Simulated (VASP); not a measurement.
Input of a VASP 6.6.1 run:

The input INCAR:

```
SYSTEM = Li
ALGO = Normal
EDIFF = 1E-6
ENCUT = 520
GGA = PE
ISIF = 2
ISMEAR = 0
LASPH = .True.
LCHARG = .False.
LREAL = .False.
LWAVE = .False.
NBANDS = 10
NELM = 60
PREC = Accurate
SIGMA = 0.1
```

The input KPOINTS:

```
k-points
0
Gamma
  6 6 6
  0 0 0
```

POSCAR

```
Li
1.0
   -1.8083144300      1.8083144300      3.5624569700
    1.8083144300     -1.8083144300      3.5624569700
    1.8083144300      1.8083144300     -3.5624569700
Li
2
Direct
    0.8033890100      0.8033890100      0.0000000000
    0.1966109900      0.1966109900      0.0000000000
```

Potentials or basis: VASP PAW PBE potentials, release 64 (Li_sv).

Launch:

```bash
$ cat potpaw_PBE.64/Li_sv/POTCAR > POTCAR
$ mpirun -np 1 vasp_std > vasp.out
```

Task: Predict the largest force.

Result: 0.231 eV/Å.

Task: Predict the band gap on the k mesh.

Result: Zero (bands 3 and 4 overlap by 1.21 eV).

Forces on the atoms (eV/Å):
```
Li   0.000  0.000  0.231
Li   0.000  0.000 -0.231
```
